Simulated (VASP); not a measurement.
# WC (NiAs type) (P6_3/mmc) in VASP: relaxation of cell and atoms with PBE

Aim: the relaxation of cell and atoms of WC (NiAs type) with PBE.

All numbers are computed with VASP 6.6.1; they aren't measurements. Logs are shortened: lines on timing, memory, paths and dates and some standing lists are left out, and cuts for length are marked.

## (1) The cell of the first run

The structure is hexagonal, space group P6_3/mmc (No. 194). The conventional cell has a = 2.997 Å, b = 2.997 Å, c = 4.646 Å, α = 90.00°, β = 90.00°, γ = 120.00°. W (site symmetry -3m) has 6 C at 2.08 Å and 2 W at 2.32 Å within 2.8 Å. C (site symmetry -6m2) has 6 W at 2.08 Å and 12 C at 2.90 to 3.00 Å within 3.0 Å.

## (2) Relaxation of cell and atoms, PBE, target pressure 76 GPa, at which the enthalpy is minimised

INCAR reads:

```
SYSTEM = WC
ALGO     = Normal         ! electronic algorithm
EDIFF    = 1E-6           ! SCF threshold, eV
EDIFFG   = -0.005         ! ionic threshold
ENCUT    = 600            ! plane-wave cutoff, eV
GGA      = PE             ! functional
IBRION   = 2              ! ionic algorithm
ISIF     = 3              ! what is computed and relaxed
ISMEAR   = -1             ! smearing method
LASPH    = .TRUE.         ! aspherical terms in the spheres
LCHARG   = .FALSE.        ! write CHGCAR
LREAL    = .FALSE.        ! projectors in reciprocal space
LWAVE    = .FALSE.        ! write WAVECAR
NELM     = 60             ! most SCF steps
NSW      = 60             ! ionic steps
PREC     = Accurate       ! precision mode
PSTRESS  = 760.0        
SIGMA    = 0.08           ! smearing width, eV
```

KPOINTS reads:

```
k-points
0
G
  11 11 6
  0 0 0
```

POSCAR reads:

```
WC
1.0
    2.9971438855      0.0000000000      0.0000000000
   -1.4985719428      2.5956027437      0.0000000000
    0.0000000000      0.0000000000      4.6455730226
W C
2 2
Direct
    0.0000000000      0.0000000000      0.0000000000
    0.0000000000      0.0000000000      0.5000000000
    0.3333333333      0.6666666667      0.2500000000
    0.6666666667      0.3333333333      0.7500000000
```

Potentials or basis: VASP PAW PBE potentials, release 64 (W_sv, C).

Run with:

```sh
> cat potpaw_PBE.64/W_sv/POTCAR potpaw_PBE.64/C/POTCAR > POTCAR
> mpirun -np 1 vasp_std > vasp.out
```

OUTCAR:

```text
SYSTEM = WC
   EDIFF = 1E-6
   EDIFFG = -0.005
   ENCUT = 600
   GGA = PE
   IBRION = 2
   ISIF = 3
   ISMEAR = -1
   LASPH = .TRUE.
   LREAL = .FALSE.
   NELM = 60
   NSW = 60
   PREC = Accurate
   PSTRESS = 760.0

 ion  position               nearest neighbor table
   1  0.000  0.000  0.000-   3 2.08   4 2.08   4 2.08   3 2.08   4 2.08   3 2.08   2 2.32   2 2.32

   2  0.000  0.000  0.500-   3 2.08   4 2.08   4 2.08   3 2.08   4 2.08   3 2.08   1 2.32   1 2.32

   3  0.333  0.667  0.250-   1 2.08   2 2.08   1 2.08   2 2.08   1 2.08   2 2.08
   4  0.667  0.333  0.750-   1 2.08   2 2.08   1 2.08   2 2.08   1 2.08   2 2.08

  LATTYP: Found a hexagonal cell.
 ALAT       =     2.9971438855
 C/A-ratio  =     1.5500000000

  Lattice vectors:

 A1 = (   2.9971438855,   0.0000000000,   0.0000000000)
 A2 = (  -1.4985719428,   2.5956027437,   0.0000000000)
 A3 = (   0.0000000000,   0.0000000000,   4.6455730226)

Analysis of symmetry for initial positions (statically):
=====================================================================
 Subroutine PRICEL returns:
 Original cell was already a primitive cell.

 Routine SETGRP: Setting up the symmetry group for a
 hexagonal supercell.

 Subroutine GETGRP returns: Found 24 space group operations
 (whereof 12 operations were pure point group operations)
 out of a pool of 24 trial point group operations.

The static configuration has the point symmetry D_3d.
 The point group associated with its full space group is D_6h.

Analysis of symmetry for dynamics (positions and initial velocities):
=====================================================================
 Subroutine PRICEL returns:
 Original cell was already a primitive cell.

 Routine SETGRP: Setting up the symmetry group for a
 hexagonal supercell.

 Subroutine GETGRP returns: Found 24 space group operations
 (whereof 12 operations were pure point group operations)
 out of a pool of 24 trial point group operations.

The dynamic configuration has the point symmetry D_3d.
 The point group associated with its full space group is D_6h.

 Subroutine INISYM returns: Found 24 space group operations
 (whereof 12 operations are pure point group operations),
 and found     1 'primitive' translations

----------------------------------------------------------------------------------------

                                     Primitive cell

  volume of cell :      36.1397

[... 105 lines left out ...]
   EMIN   =  10.00;   EMAX   =-10.00  energy-range for DOS
   EFERMI =   0.00;   METHOD = LEGACY
   ISMEAR =    -1;   SIGMA  =   0.08  broadening in eV -4-tet -1-fermi 0-gaus
   EFERMI_NEDOS =   21; number of points for ismear=-14 and -15
   IALGO  =     38    algorithm
   IMIX   =      4    mixing-type and parameters
     AMIX     =   0.40;   BMIX     =  1.00
     AMIX_MAG =   1.60;   BMIX_MAG =  1.00
  volume/ion in A,a.u.               =       9.03        60.97
  Fermi-wavevector in a.u.,A,eV,Ry     =   1.634986  3.089675 36.370799  2.673178
  Thomas-Fermi vector in A             =   2.726534
   LORBIT       =      0    0 simple, 1 ext, 2 COOP (PROOUT), +10 PAW based schemes
   GGA     = PE    functional components
   LHFCALC =     F    Hartree Fock is set to
   AEXX    =    0.0000 exact exchange contribution
   IVDW    =     0    specifies the selected vdW correction
   LEPSILON=     F    determine dielectric tensor
   LRPA    =     F    only Hartree local field effects (RPA)
 conjugate gradient relaxation of ions
 non-spin polarized calculation
  energy-cutoff  :      600.00
  volume of cell :       36.14
 maximum number of plane-waves:      1220
 NGX is ok and might be reduce to    24
   NGX = 11   NGY = 11   NGZ = 19

--------------------------------------- Ionic step        1  -------------------------------------------

 number of electron      35.9999997 magnetization

 Free energy of the ion-electron system (eV)
  ---------------------------------------------------
  ext. energy  EPLUGINS =         0.00000000
  ---------------------------------------------------
  free energy    TOTEN  =       -39.19496539 eV

  energy without entropy =      -39.15972891  energy(sigma->0) =      -39.17734715

------------------------ aborting loop because EDIFF is reached ----------------------------------------

  FORCE on cell =-STRESS in cart. coord.  units (eV):
  Direction    XX          YY          ZZ          XY          YZ          ZX
  --------------------------------------------------------------------------------------
  -------------------------------------------------------------------------------------
  Total       15.4783263     15.4783263     51.0234155     -0.0000000     -0.0000000      0.0000000
  in kB      686.1980385    686.1980386   2262.0125036     -0.0000000     -0.0000000      0.0000000
  external PRESSURE =     451.4695269 kB  Pullay stress =     760.0000000 kB
[... 27 lines left out ...]
--------------------------------------- Ionic step        2  -------------------------------------------

 number of electron      36.0000005 magnetization

 E-fermi :   9.1028     XC(G=0): -12.9331

 val. band max:        9.0917155967   @ k =   0.0909   0.0909   0.1667
 cond. band min:       9.1299893419   @ k =   0.0909   0.0909   0.0000
 fundamental gap:      0.0382737452
 Fermi energy:         9.1027737244

 k-point     1 :       0.0000    0.0000    0.0000
  band No.  band energies     occupation
      1     -65.3908      2.00000
      2     -65.3851      2.00000
      3     -29.6885      2.00000
      4     -29.5093      2.00000
      5     -29.1956      2.00000
      6     -29.1956      2.00000
[... 666 lines left out ...]
  energy  without entropy=      -43.6663966767  energy(sigma->0) =      -43.68298919

  enthalpy is  TOTEN    =       -24.0691432223 eV   P V=       19.6304384800

[... ionic steps 4 to 13 ...]

--------------------------------------- Ionic step       14  -------------------------------------------

 number of electron      36.0000003 magnetization

------------------------ aborting loop because EDIFF is reached ----------------------------------------
[... 75 lines left out ...]
--------------------------------------- Ionic step       16  -------------------------------------------

 number of electron      36.0000003 magnetization

 Free energy of the ion-electron system (eV)
  ---------------------------------------------------
  ext. energy  EPLUGINS =         0.00000000
  ---------------------------------------------------
  free energy    TOTEN  =       -42.87176149 eV

  energy without entropy =      -42.85129790  energy(sigma->0) =      -42.86152970

 E-fermi :  13.1126     XC(G=0): -14.5132

 val. band max:       13.1114730048   @ k =   0.0000   0.0000   0.0000
 cond. band min:      13.1354259052   @ k =   0.0909   0.0909   0.0000
 fundamental gap:      0.0239529004
 Fermi energy:        13.1125515068

 k-point     1 :       0.0000    0.0000    0.0000
  band No.  band energies     occupation
      1     -60.7477      2.00000
      2     -60.6899      2.00000
      3     -25.7528      2.00000
      4     -24.7593      2.00000
      5     -24.5427      2.00000
      6     -24.5427      2.00000
[... 626 lines left out ...]
  energy  without entropy=      -42.8512979019  energy(sigma->0) =      -42.86152970

  enthalpy is  TOTEN    =       -25.4889848535 eV   P V=       17.3827766392

 reached required accuracy - stopping structural energy minimisation
```

OSZICAR:

```text
N       E                     dE             d eps       ncg     rms          rms(c)
DAV:   1     0.378646009079E+03    0.37865E+03   -0.22042E+04  2824   0.209E+03
[... 149 lines left out ...]
  15 F= -.25488927E+02 E0= -.25478722E+02  d E =0.459387E-04
       N       E                     dE             d eps       ncg     rms          rms(c)
DAV:   1    -0.428719334933E+02    0.11068E-01   -0.52866E-03  2880   0.842E-01    0.188E-01
DAV:   2    -0.428717905745E+02    0.14292E-03   -0.63251E-04  3210   0.221E-01    0.489E-02
DAV:   3    -0.428717640371E+02    0.26537E-04   -0.42095E-05  3248   0.541E-02    0.133E-02
DAV:   4    -0.428717609070E+02    0.31301E-05   -0.78907E-06  3128   0.238E-02    0.104E-02
DAV:   5    -0.428717614927E+02   -0.58576E-06   -0.10970E-06  1728   0.959E-03
  16 F= -.25488985E+02 E0= -.25478753E+02  d E =-.120109E-04
```

CONTCAR:

```text
WC
   1.00000000000000
     2.7626548243216975   -0.0000000000170930    0.0000000000000000
    -1.3813274122217398    2.3925292598493049    0.0000000000000000
     0.0000000000000000   -0.0000000000000000    5.5441153304269610
  W               C
     2     2
Direct
     0.0000000000000000    0.0000000000000000    0.0000000000000000
     0.0000000000000000    0.0000000000000000    0.5000000000000000
     0.3333333332999970    0.6666666667000030    0.2500000000000000
     0.6666666667000030    0.3333333332999970    0.7500000000000000

  0.00000000E+00  0.00000000E+00  0.00000000E+00
  0.00000000E+00  0.00000000E+00  0.00000000E+00
  0.00000000E+00  0.00000000E+00  0.00000000E+00
  0.00000000E+00  0.00000000E+00  0.00000000E+00
```

It took 9.2 min on 1 thread of Intel Xeon 6975P-C (Granite Rapids), shared host; peak memory 0.21 GiB.

What came out:

```
Free energy                                                : -42.8718 eV
Relaxed volume                                             : 9.16 Å³/atom
Relaxed cell                                               : a = 2.763 Å, b = 2.763 Å, c = 5.544 Å, α = 90.00°, β = 90.00°, γ = 120.00°
Space group after relaxing (to 0.1 Å)                      : P6_3/mmc (No. 194)
Energy change on relaxing (the run minimises the enthalpy) : -919.2 meV/atom
Ionic steps                                                : 16
Pressure after relaxing                                    : 76.0 GPa
Band gap on the k mesh                                     : zero (bands 18 and 19 overlap by 0.72 eV)
```

The path:
```tsv
step	energy change (eV)	largest force (eV/Å)	pressure (GPa)	volume (Å³)
1	0.0000	0.0000	121.15	36.14
2	-3.1467	0.0000	-40.35	48.88
3	-4.5046	0.0000	16.75	41.38
4	-4.2285	0.0000	26.50	40.69
5	5.2353	0.0000	228.73	31.02
6	-4.2197	0.0000	53.39	38.00
7	-4.0379	0.0000	60.12	37.52
8	-4.0008	0.0000	61.31	37.43
9	-2.2597	0.0000	123.67	34.59
10	-3.7143	0.0000	74.60	36.72
11	-3.6962	0.0000	75.37	36.69
12	-3.6891	0.0000	75.62	36.67
13	-3.6595	0.0000	76.65	36.61
14	-3.6718	0.0000	76.25	36.63
15	-3.6880	0.0000	75.57	36.67
16	-3.6768	0.0000	76.04	36.65
```

Final structure:
```
CELL_PARAMETERS angstrom
2.76265 0.00000 0.00000
-1.38133 2.39253 0.00000
0.00000 0.00000 5.54412
ATOMIC_POSITIONS crystal
W 0.00000 0.00000 0.00000
W 0.00000 0.00000 0.50000
C 0.33333 0.66667 0.25000
C 0.66667 0.33333 0.75000
```

Caveat: the cell is relaxed towards a set pressure, so the run minimises the enthalpy, not the energy; a cell axis changed by over 15 % at a fixed basis, so the end point is rough; spin-orbit coupling is left out, which moves the levels of the heavy elements.

The gap in the log of VASP goes by the Fermi energy; the results here count the filled bands.